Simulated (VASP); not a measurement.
## ScBi3: single point with BLYP+U

ScBi3:

```xyz
4
Lattice="-2.3151 2.3151 5.4107 2.3151 -2.3151 5.4107 2.3151 2.3151 -5.4107" Properties=species:S:1:pos:R:3 pbc="T T T"
Sc    0.0000    0.0000    0.0000
Bi    0.0000    2.3151    2.7053
Bi    2.3151    0.0000    2.7053
Bi    0.0000    0.0000    5.4107
```

```
Program                : VASP 6.6.1
Task                   : single point
Functional             : BLYP
Potentials or basis    : VASP PAW PBE potentials, release 64 (Sc_sv, Bi_d)
Cutoff                 : 520 eV
k mesh                 : 2 × 2 × 2
Occupations            : fermi-dirac, width 0.01 eV
Spin                   : no spin polarisation
Hubbard terms          : Sc d U = 7.4 eV
Dipole correction      : no
Further INCAR settings : ALGO = Fast; EDIFF = 1e-07; NBANDS = 36
```

```
Pressure               : 5.7 GPa
Band gap on the k mesh : zero (bands 28 and 29 overlap by 0.51 eV)
```

Stress tensor (GPa, compression positive):
```
 9.17  0.00  0.00
 0.00  9.17  0.00
 0.00  0.00 -1.19
```

Levels at points of the mesh, in eV from the Fermi level:
```
           k point  band 25  band 26  band 27  band 28  band 29  band 30
(0.00, 0.00, 0.00)    -2.69    -1.21    -1.21    -0.99     0.86     1.31
(0.50, 0.00, 0.00)    -1.95    -1.48    -0.62    -0.52    -0.03     0.01
(0.50, 0.50, 0.00)    -4.16    -2.01    -1.69     0.02     0.90     1.93
(0.50, 0.50, 0.50)    -2.49     0.01     0.48     0.48     0.92     1.14
```

Eigenvalues of the final occupation matrices:
```
    site  spin  trace               eigenvalues
site 1 d     1   0.35  0.04 0.07 0.07 0.08 0.10
site 1 d     2   0.35  0.04 0.07 0.07 0.08 0.10
```

Wall time 2.3 min on 1 thread of AMD EPYC 7R43 64-Core Processor (Zen 3) (shared host), peak memory 0.28 GiB.

Caveat: the k points lie up to 0.74 Å⁻¹ apart, too coarse for converged energies and pressures of a metal; the PAW data sets were made with another functional, which shifts forces and pressure a little; spin-orbit coupling is left out, which moves the levels of the heavy elements; U without spin polarisation on a metal has little footing; the U is typed as a test and isn't derived for this compound.
